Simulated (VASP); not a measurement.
# HfB (Fm-3m) in VASP: notebook

Aim: see how the results for HfB move with the level of theory and the settings. Levels: PBEsol, PBE. Tasks: density of states, vibrations by perturbation theory, elastic constants.

All numbers are computed with VASP 6.6.1; they aren't measurements. Logs are shortened: lines on timing, memory, paths and dates and some standing lists are left out, and cuts for length are marked.

## Step 1: The cell of the first run

The structure is cubic, space group Fm-3m (No. 225). Conventional cell: a = 4.620 Å, b = 4.620 Å, c = 4.620 Å, α = 90.00°, β = 90.00°, γ = 90.00°. Within 3.1 Å of Hf (site symmetry m-3m) lie 6 B at 2.31 Å. B (site symmetry m-3m) has 6 Hf at 2.31 Å within 3.1 Å.

## Step 2: Density of states, PBEsol

POSCAR reads:

```
HfB
1.0
    0.0000000000      2.3100000000      2.3100000000
    2.3100000000      0.0000000000      2.3100000000
    2.3100000000      2.3100000000      0.0000000000
Hf B
1 1
Direct
    0.5000000000      0.5000000000      0.5000000000
    0.0000000000      0.0000000000      0.0000000000
```

INCAR.step1 reads:

```
SYSTEM = HfB
PREC = Accurate
ENCUT = 520
EDIFF = 1E-6
ISMEAR = -1
SIGMA = 0.05
LREAL = .False.
LASPH = .True.
NELM = 60
ALGO = Normal
ISIF = 2
LWAVE = .False.
LCHARG = .True.
LMAXMIX = 4
GGA = PS
NBANDS = 14
```

KPOINTS.step1 reads:

```
regular mesh
0
Gamma
  10 10 10
  0 0 0
```

INCAR.step2 reads:

```
SYSTEM = HfB
PREC = Accurate
ENCUT = 520
EDIFF = 1E-6
ISMEAR = -5
SIGMA = 0.05
LREAL = .False.
LASPH = .True.
NELM = 60
ALGO = Normal
ISIF = 2
LWAVE = .False.
LCHARG = .False.
LMAXMIX = 4
GGA = PS
LORBIT = 11
NBANDS = 14
NEDOS = 1001
ICHARG = 11
```

KPOINTS.step2 reads:

```
regular mesh
0
Gamma
  15 15 15
  0 0 0
```

Potentials or basis: VASP PAW PBE potentials, release 64 (Hf_pv, B).

Launch:

```
$ cat potpaw_PBE.64/Hf_pv/POTCAR potpaw_PBE.64/B/POTCAR > POTCAR
$ cp INCAR.step1 INCAR
$ cp KPOINTS.step1 KPOINTS
$ mpirun -np 1 vasp_std > vasp.out
$ cp INCAR.step2 INCAR
$ cp KPOINTS.step2 KPOINTS
$ mpirun -np 1 vasp_std > vasp.out
```

OUTCAR:

```text
SYSTEM = HfB
   PREC = Accurate
   ENCUT = 520
   EDIFF = 1E-6
   ISMEAR = -5
   LREAL = .False.
   LASPH = .True.
   NELM = 60
   ISIF = 2
   GGA = PS
   LORBIT = 11
   ICHARG = 11

 ion  position               nearest neighbor table
   1  0.500  0.500  0.500-   2 2.31   2 2.31   2 2.31   2 2.31   2 2.31   2 2.31
   2  0.000  0.000  0.000-   1 2.31   1 2.31   1 2.31   1 2.31   1 2.31   1 2.31

  LATTYP: Found a face centered cubic cell.
 ALAT       =     4.6200000000

  Lattice vectors:

 A1 = (   0.0000000000,   2.3100000000,   2.3100000000)
 A2 = (   2.3100000000,   0.0000000000,   2.3100000000)
 A3 = (   2.3100000000,   2.3100000000,   0.0000000000)

Analysis of symmetry for initial positions (statically):
=====================================================================
 Subroutine PRICEL returns:
 Original cell was already a primitive cell.

 Routine SETGRP: Setting up the symmetry group for a
 face centered cubic supercell.

 Subroutine GETGRP returns: Found 48 space group operations
 (whereof 48 operations were pure point group operations)
 out of a pool of 48 trial point group operations.

The static configuration has the point symmetry O_h .

Analysis of symmetry for dynamics (positions and initial velocities):
=====================================================================
 Subroutine PRICEL returns:
 Original cell was already a primitive cell.

 Routine SETGRP: Setting up the symmetry group for a
 face centered cubic supercell.

 Subroutine GETGRP returns: Found 48 space group operations
 (whereof 48 operations were pure point group operations)
 out of a pool of 48 trial point group operations.

The dynamic configuration has the point symmetry O_h .

 Subroutine INISYM returns: Found 48 space group operations
 (whereof 48 operations are pure point group operations),
 and found     1 'primitive' translations

----------------------------------------------------------------------------------------

                                     Primitive cell

  volume of cell :      24.6528

  direct lattice vectors                    reciprocal lattice vectors
     0.000000000  2.310000000  2.310000000    -0.216450216  0.216450216  0.216450216
     2.310000000  0.000000000  2.310000000     0.216450216 -0.216450216  0.216450216
     2.310000000  2.310000000  0.000000000     0.216450216  0.216450216 -0.216450216

  length of vectors
     3.266833329  3.266833329  3.266833329     0.374902772  0.374902772  0.374902772

  position of ions in fractional coordinates (direct lattice)
     0.500000000  0.500000000  0.500000000
     0.000000000  0.000000000  0.000000000

  ion indices of the primitive-cell ions
   primitive index   ion index
                 1           1
                 2           2

----------------------------------------------------------------------------------------

 KPOINTS: regular mesh

Automatic generation of k-mesh.
 Grid dimensions read from file:
 generate k-points for:   15   15   15

 Generating k-lattice:

  Cartesian coordinates                     Fractional coordinates (reciprocal lattice)
    -0.014430014  0.014430014  0.014430014     0.066666667  0.000000000  0.000000000
     0.014430014 -0.014430014  0.014430014     0.000000000  0.066666667  0.000000000
     0.014430014  0.014430014 -0.014430014     0.000000000  0.000000000  0.066666667

  Length of vectors
     0.024993518  0.024993518  0.024993518

  Shift w.r.t. Gamma in fractional coordinates (k-lattice)
     0.000000000  0.000000000  0.000000000

 TETIRR: Found    484 inequivalent tetrahedra from    20250

 Subroutine IBZKPT returns following result:
 ===========================================

 Found    120 irreducible k-points:

 Following reciprocal coordinates:
            Coordinates               Weight
  0.000000  0.000000  0.000000      1.000000
  0.066667  0.000000  0.000000      8.000000
  0.133333  0.000000  0.000000      8.000000
  0.200000  0.000000  0.000000      8.000000
  0.266667  0.000000  0.000000      8.000000
  0.333333  0.000000  0.000000      8.000000
[... 16 lines left out ...]
  0.133333  0.133333  0.000000      6.000000
  0.200000  0.133333  0.000000     24.000000
 [... further k-points ...]
   k-points           NKPTS =    120   k-points in BZ     NKDIM =    120   number of bands    NBANDS=     14
   number of dos      NEDOS =   1001   number of ions     NIONS =      2
   total plane-waves  NPLWV =  13824
   dimension x,y,z NGX =    24 NGY =   24 NGZ =   24
   dimension x,y,z NGXF=    48 NGYF=   48 NGZF=   48
   ions per type =               1   1
   NGX,Y,Z   is equivalent  to a cutoff of  12.21, 12.21, 12.21 a.u.
   NGXF,Y,Z  is equivalent  to a cutoff of  24.43, 24.43, 24.43 a.u.
 SYSTEM =  HfB
   PREC   = accura    normal or accurate (medium, high low for compatibility)
   ISTART =      0    job   : 0-new  1-cont  2-samecut
   ICHARG =     11    charge: 1-file 2-atom 10-const
   ISPIN  =      1    spin polarized calculation?
   LNONCOLLINEAR =      F non collinear calculations
   LSORBIT =      F    spin-orbit coupling
   LASPH  =      T    aspherical Exc in radial PAW
   ENCUT  =  520.0 eV  38.22 Ry    6.18 a.u.   6.07  6.07  6.07*2*pi/ulx,y,z
   NELM   =     60;   NELMIN=  2; NELMDL=  0     # of ELM steps
   EDIFF  = 0.1E-05   stopping-criterion for ELM
   LREAL  =      F    real-space projection
   EDIFFG = 0.1E-04   stopping-criterion for IOM
   NSW    =      0    number of steps for IOM
   IBRION =     -1    ionic relax: 0-MD 1-quasi-New 2-CG
   NFREE  =      0    steps in history (QN), initial steepest desc. (CG)
   ISIF   =      2    stress and relaxation
   ISYM   =      2    0-nonsym 1-usesym 2-fastsym
   POTIM  = 0.5000    time-step for ionic-motion
   TEBEG  =    0.0;   TEEND  =   0.0 temperature during run
   PSTRESS=    0.0 pullay stress
   NELECT =      13.0000    total number of electrons
   NUPDOWN=      -1.0000    fix difference up-down
   EMIN   =  10.00;   EMAX   =-10.00  energy-range for DOS
   EFERMI =   0.00;   METHOD = LEGACY
   ISMEAR =    -5;   SIGMA  =   0.05  broadening in eV -4-tet -1-fermi 0-gaus
   EFERMI_NEDOS =   21; number of points for ismear=-14 and -15
   IALGO  =     38    algorithm
   IMIX   =      4    mixing-type and parameters
     AMIX     =   0.40;   BMIX     =  1.00
     AMIX_MAG =   1.60;   BMIX_MAG =  1.00
  volume/ion in A,a.u.               =      12.33        83.18
  Fermi-wavevector in a.u.,A,eV,Ry     =   1.322617  2.499383 23.800871  1.749315
  Thomas-Fermi vector in A             =   2.452285
   LORBIT       =     11    0 simple, 1 ext, 2 COOP (PROOUT), +10 PAW based schemes
   GGA     = PS    functional components
   LHFCALC =     F    Hartree Fock is set to
   AEXX    =    0.0000 exact exchange contribution
   IVDW    =     0    specifies the selected vdW correction
   LEPSILON=     F    determine dielectric tensor
   LRPA    =     F    only Hartree local field effects (RPA)
 non-spin polarized calculation
 Fermi weights with tetrahedron method with Bloechl corrections
  energy-cutoff  :      520.00
  volume of cell :       24.65
 maximum number of plane-waves:       680

 number of electron      13.0000002 magnetization

 Free energy of the ion-electron system (eV)
  ---------------------------------------------------
  ext. energy  EPLUGINS =         0.00000000
  ---------------------------------------------------
  free energy    TOTEN  =       -18.20728710 eV

  energy without entropy =      -18.20728710  energy(sigma->0) =      -18.20728710

 E-fermi :   4.9909     XC(G=0): -12.4034

 val. band max:        4.9983770943   @ k =   0.2667   0.2667   0.0000
 cond. band min:       4.9897980236   @ k =  -0.1333   0.2000   0.0667
 fundamental gap:     -0.0085790708
 Fermi energy:         4.9908989276

 k-point     1 :       0.0000    0.0000    0.0000
  band No.  band energies     occupation
      1     -23.2492      2.00000
      2     -23.2492      2.00000
      3     -23.2492      2.00000
      4      -4.5695      2.00000
      5       7.1509      0.00000
      6       7.1509      0.00000
      7       7.1509      0.00000
      8       8.9878      0.00000
      9       8.9878      0.00000
     10       8.9878      0.00000
     11       9.1956      0.00000
     12       9.1956      0.00000
     13      16.6531      0.00000
     14      18.0353      0.00000

 k-point     2 :       0.0667    0.0000    0.0000
  band No.  band energies     occupation
      1     -23.2835      2.00000
      2     -23.2527      2.00000
      3     -23.2527      2.00000
      4      -4.4394      2.00000
      5       6.6950      0.00000
      6       7.0689      0.00000
      7       7.0689      0.00000
      8       8.0617      0.00000
      9       8.0617      0.00000
     10       9.2352      0.00000
     11      10.4636      0.00000
     12      10.4636      0.00000
     13      16.9874      0.00000
     14      18.1819      0.00000

 k-point     3 :       0.1333    0.0000    0.0000
  band No.  band energies     occupation
      1     -23.3791      2.00000
      2     -23.2624      2.00000
      3     -23.2624      2.00000
      4      -4.0614      2.00000
      5       5.7715     -0.13960
      6       6.3944      0.00000
      7       6.3944      0.00000
      8       7.9851      0.00000
      9       7.9851      0.00000
     10       9.6075      0.00000
     11      11.9831      0.00000
     12      11.9831      0.00000
     13      17.9124      0.00000
     14      18.5478      0.00000
[... 324 lines left out ...]
 k-point    23 :       0.1333    0.1333    0.0000
  band No.  band energies     occupation
      1     -23.3698      2.00000
      2     -23.2932      2.00000
      3     -23.2932      2.00000
      4      -3.9027      2.00000
      5       5.3388      0.33269
      6       6.3555      0.00000
      7       6.6565      0.00000
      8       6.6565      0.00000
      9       9.4768      0.00000
     10      10.3938      0.00000
     11      10.3938      0.00000
     12      13.1485      0.00000
     13      18.2900      0.00000
     14      18.8859      0.00000

 k-point    24 :       0.2000    0.1333    0.0000
  band No.  band energies     occupation
      1     -23.4594      2.00000
      2     -23.3147      2.00000
      3     -23.3066      2.00000
      4      -3.4805      2.00000
      5       4.5282      1.92982
      6       5.6519     -0.02991
      7       6.3580      0.00000
      8       6.9624      0.00000
      9       9.4911      0.00000
     10      10.8557      0.00000
     11      11.4673      0.00000
     12      14.2296      0.00000
     13      19.2217      0.00000
     14      19.3667      0.00000

 [... further k-points ...]
[... 5 lines left out ...]
  --------------------------------------------------------------------------------------
  -------------------------------------------------------------------------------------
  Total        3.7631920      3.7631920      3.7631920      0.0000000     -0.0000000      0.0000000
  in kB      244.5687807    244.5687807    244.5687807      0.0000000     -0.0000000      0.0000000
  external PRESSURE =     244.5687807 kB  Pullay stress =       0.0000000 kB

 VOLUME and BASIS-vectors are now :
 -----------------------------------------------------------------------------
  energy-cutoff  :      520.00
  volume of cell :       24.65
      direct lattice vectors                 reciprocal lattice vectors
     0.000000000  2.310000000  2.310000000    -0.216450216  0.216450216  0.216450216
     2.310000000  0.000000000  2.310000000     0.216450216 -0.216450216  0.216450216
     2.310000000  2.310000000  0.000000000     0.216450216  0.216450216 -0.216450216

 POSITION                                       TOTAL-FORCE (eV/Angst)
 -----------------------------------------------------------------------------------
      2.31000      2.31000      2.31000        -0.000000     -0.000000     -0.000000
      0.00000      0.00000      0.00000         0.000000      0.000000      0.000000
 -----------------------------------------------------------------------------------
    total drift:                               -0.000000     -0.000000      0.000000

  FREE ENERGIE OF THE ION-ELECTRON SYSTEM (eV)
  ---------------------------------------------------
  free  energy   TOTEN  =       -18.2072871040 eV

  energy  without entropy=      -18.2072871040  energy(sigma->0) =      -18.20728710

 total charge

# of ion       s       p       d       tot
------------------------------------------
    1        0.357   6.674   1.884   8.915
    2        0.792   1.141   0.000   1.934
--------------------------------------------------
tot          1.149   7.815   1.884  10.848
```

It took 15 s on 1 thread of Intel Xeon Platinum 8488C (Sapphire Rapids), shared host; peak memory 0.17 GiB.

Results:

```
Valence electrons inside the program's atomic spheres : Hf 8.91; B 1.93
```

Caveat: the PAW data sets were made with another functional, which shifts forces and pressure a little; spin-orbit coupling is left out, which moves the levels of the heavy elements; tetrahedron occupations give inexact forces and stress in metals.

## Step 3: Vibrations by perturbation theory, PBEsol

INCAR reads:

```
SYSTEM = HfB
  ALGO = Normal
  EDIFF = 1E-8
  ENCUT = 520
  GGA = PS
  IBRION = 8
  ISIF = 2
  ISMEAR = -1
  LASPH = .True.
  LCHARG = .True.
  LREAL = .False.
  LWAVE = .False.
  NELM = 100
  NSW = 1
  PREC = Accurate
  SIGMA = 0.05
```

KPOINTS reads:

```
k-points
0
Gamma
  10 10 10
  0 0 0
```

POSCAR is that of step 2.

Potentials or basis: VASP PAW PBE potentials, release 64 (Hf_pv, B).

Launch:

```
$ cat potpaw_PBE.64/Hf_pv/POTCAR potpaw_PBE.64/B/POTCAR > POTCAR
$ mpirun -np 1 vasp_std > vasp.out
```

OUTCAR:

```text
SYSTEM = HfB
   EDIFF = 1E-8
   ENCUT = 520
   GGA = PS
   IBRION = 8
   ISIF = 2
   ISMEAR = -1
   LASPH = .True.
   LREAL = .False.
   NELM = 100
   NSW = 1
   PREC = Accurate

 ion  position               nearest neighbor table
   1  0.500  0.500  0.500-   2 2.31   2 2.31   2 2.31   2 2.31   2 2.31   2 2.31
   2  0.000  0.000  0.000-   1 2.31   1 2.31   1 2.31   1 2.31   1 2.31   1 2.31

  LATTYP: Found a face centered cubic cell.
 ALAT       =     4.6200000000

  Lattice vectors:

 A1 = (   0.0000000000,   2.3100000000,   2.3100000000)
 A2 = (   2.3100000000,   0.0000000000,   2.3100000000)
 A3 = (   2.3100000000,   2.3100000000,   0.0000000000)

Analysis of symmetry for initial positions (statically):
=====================================================================
 Subroutine PRICEL returns:
[... 542 lines left out ...]
------------------------ aborting loop because EDIFF is reached ----------------------------------------

 INTERNAL STRAIN TENSOR  FOR ION    2  DIRECTION 1   (eV/Angst):
 -----------------------------------------------------------------------------
     0.02350  0.00000 -0.00000
    -0.00000 -0.01622  0.00000
    -0.00000  0.00000 -0.01622

 INTERNAL STRAIN TENSOR FOR ION    2 for displacements in x,y,z  (eV/Angst):
          X           Y           Z          XY          YZ          ZX
  --------------------------------------------------------------------------------
  x     0.00000     0.00000     0.00000     0.00000     0.00000     0.00000
  y     0.00000     0.00000     0.00000     0.00000     0.00000     0.00000
  z     0.00000     0.00000     0.00000     0.00000     0.00000     0.00000

 SECOND DERIVATIVES (NOT SYMMETRIZED)
 ------------------------------------
               1X          1Y          1Z          2X          2Y          2Z
  1X   -10.768355    0.000000    0.000000   10.768355    0.000000    0.000000
  1Y     0.000000  -10.768355    0.000000    0.000000   10.768355    0.000000
  1Z     0.000000    0.000000  -10.768355    0.000000    0.000000   10.768355
  2X    10.761978    0.000000    0.000000  -10.761978    0.000000    0.000000
  2Y     0.000000   10.761978    0.000000    0.000000  -10.761978    0.000000
  2Z     0.000000    0.000000   10.761978    0.000000    0.000000  -10.761978

 Eigenvectors and eigenvalues of the dynamical matrix
 ----------------------------------------------------

   1 f  =   16.063519 THz   100.930069 2PiTHz  535.821331 cm-1    66.433348 meV
             X         Y         Z           dx          dy          dz
      2.310000  2.310000  2.310000     0.000000    0.239044    0.000000
      0.000000  0.000000  0.000000     0.000000   -0.971009    0.000000
[... 21 lines left out ...]
   6 f/i=    0.001104 THz     0.006939 2PiTHz    0.036837 cm-1     0.004567 meV
             X         Y         Z           dx          dy          dz
      2.310000  2.310000  2.310000     0.000000   -0.971009    0.000000
      0.000000  0.000000  0.000000     0.000000   -0.239044    0.000000

--------------------------------------------------------------------------------------------------------

 ELASTIC MODULI CONTR FROM IONIC RELAXATION (kBar)
 Direction    XX          YY          ZZ          XY          YZ          ZX
 --------------------------------------------------------------------------------
 XX           0.0000      0.0000      0.0000      0.0000      0.0000      0.0000
 YY           0.0000      0.0000      0.0000      0.0000      0.0000      0.0000
 ZZ           0.0000      0.0000      0.0000      0.0000      0.0000      0.0000
 XY           0.0000      0.0000      0.0000      0.0000      0.0000      0.0000
 YZ           0.0000      0.0000      0.0000      0.0000      0.0000      0.0000
 ZX           0.0000      0.0000      0.0000      0.0000      0.0000      0.0000
 --------------------------------------------------------------------------------
```

It took 62 s on 1 thread of Intel Xeon Platinum 8488C (Sapphire Rapids), shared host; peak memory 0.21 GiB.

What came out:

| Property | Result |
| --- | --- |
| Highest phonon frequency at Γ, LO-TO splitting left out | 536 cm⁻¹ |

Phonon frequencies in cm⁻¹ (negative: imaginary):
| q point | frequencies |
| --- | --- |
| (0.000, 0.000, 0.000) | 0 0 0 536 536 536 |

Caveat: the cell wasn't relaxed at this level first, which shifts response properties; the PAW data sets were made with another functional, which shifts forces and pressure a little; spin-orbit coupling is left out, which moves the levels of the heavy elements.

## Step 4: Elastic constants, PBEsol

INCAR reads:

```
SYSTEM = HfB
PREC = Accurate
ENCUT = 600
EDIFF = 1E-8
ISMEAR = -1
SIGMA = 0.05
LREAL = .False.
LASPH = .True.
NELM = 80
ALGO = Normal
ISIF = 3
LWAVE = .False.
LCHARG = .False.
GGA = PS
IBRION = 6
NFREE = 2
POTIM = 0.015
NSW = 1
```

KPOINTS reads:

```
Automatic mesh
0
Gamma
  8 8 8
  0 0 0
```

POSCAR is that of step 3.

Launch:

```
$ cat potpaw_PBE.64/Hf_pv/POTCAR potpaw_PBE.64/B/POTCAR > POTCAR
$ mpirun -np 1 vasp_std > vasp.out
```

Wall time 4 min (1 thread of Intel Xeon Platinum 8488C (Sapphire Rapids), shared host); peak memory 0.24 GiB.

The run converged. Its results:

* Elastic constants C11, C12, C44: 592, 77, 32 GPa
* Voigt bulk modulus: 249 GPa
* Highest phonon frequency at Γ, LO-TO splitting left out: 534 cm⁻¹

Phonon frequencies in cm⁻¹ (negative: imaginary):
```tsv
q point	frequencies
(0.000, 0.000, 0.000)	0 0 0 534 534 534
```

Elastic tensor in Voigt notation (GPa, in the Cartesian axes of the cell as first typed):
```
592  77  77   0   0   0
 77 592  77   0   0   0
 77  77 592   0   0   0
  0   0   0  32   0   0
  0   0   0   0  32   0
  0   0   0   0   0  32
```

Clamped-ion elastic tensor (GPa):
```
592  77  77   0   0   0
 77 592  77   0   0   0
 77  77 592   0   0   0
  0   0   0  32   0   0
  0   0   0   0  32   0
  0   0   0   0   0  32
```

Caveat: the cell is under stress, which shifts elastic constants; the PAW data sets were made with another functional, which shifts forces and pressure a little; spin-orbit coupling is left out, which moves the levels of the heavy elements.

(Part 1 of 2 ends here.)
